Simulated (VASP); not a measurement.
Here is a VASP 6.6.1 calculation.

The input INCAR:

```
PREC = Accurate
ENCUT = 600
EDIFF = 1E-7
ISMEAR = 0
SIGMA = 0.1
LREAL = F
LASPH = T
NELM = 60
ALGO = Normal
ISIF = 3
LWAVE = F
LCHARG = F
GGA = PE
IBRION = 2
NSW = 100
EDIFFG = -0.01
```

KPOINTS

```
Automatic mesh
0
Gamma
  12 12 8
```

File POSCAR:

```
ZnH5
1.0
    4.3565637886      0.0000000000      0.0000000000
   -2.1782818943      3.7728949141      0.0000000000
    0.0000000000      0.0000000000      5.8165758441
Zn H
1 5
Direct
    0.0000000000      0.0000000000      0.0000000000
    0.0000000000      0.0000000000      0.5648851551
    0.0000000000      0.0000000000      0.4351148449
    0.2186947923      0.7813052077      0.0000000000
    0.2186947923      0.4373895846      0.0000000000
    0.5626104154      0.7813052077      0.0000000000
```

Potentials or basis: VASP PAW PBE potentials, release 64 (Zn, H).

Run with:

```sh
$ cat potpaw_PBE.64/Zn/POTCAR potpaw_PBE.64/H/POTCAR > POTCAR
$ mpirun -np 1 vasp_std > vasp.out
```

Problem. What does it give for the space group after relaxing (to 0.1 Å)?

Solution. P-6m2 (No. 187).

Problem. What does it give for the relaxed cell?

Solution. a = 4.369 Å, b = 4.369 Å, c = 6.152 Å, α = 90.00°, β = 90.00°, γ = 120.00°.

Problem. Predict the relaxed volume.

Solution. 16.95 Å³/atom.

Problem. Predict the band gap on the k mesh.

Solution. Zero (an odd number of electrons rules out a gap without spin polarisation).

The path:
```tsv
step	energy change (eV)	largest force (eV/Å)	pressure (GPa)	volume (Å³)
1	0.0000	0.0423	0.21	95.61
2	-0.0004	0.0554	0.21	95.89
3	-0.0005	0.1196	0.22	96.08
4	-0.0007	0.1121	0.21	96.17
5	-0.0012	0.0900	0.17	96.44
6	-0.0020	0.0465	0.10	96.98
7	-0.0030	0.0389	-0.01	98.08
8	-0.0031	0.2036	-0.27	100.30
9	-0.0034	0.1248	-0.14	99.23
10	-0.0037	0.0814	-0.15	99.61
11	-0.0040	0.0288	-0.15	100.06
12	-0.0042	0.0802	-0.13	100.97
13	-0.0046	0.0541	-0.14	101.54
14	-0.0051	0.0187	-0.17	102.98
15	-0.0055	0.0230	-0.14	102.86
16	-0.0063	0.0361	-0.04	102.50
17	-0.0068	0.0625	0.13	101.77
18	-0.0072	0.0528	0.13	101.73
19	-0.0073	0.1261	0.09	101.67
20	-0.0075	0.1061	0.08	101.67
21	-0.0078	0.0605	0.09	101.66
22	-0.0078	0.0325	0.09	101.64
23	-0.0079	0.0159	0.09	101.65
24	-0.0079	0.0085	0.09	101.68
```
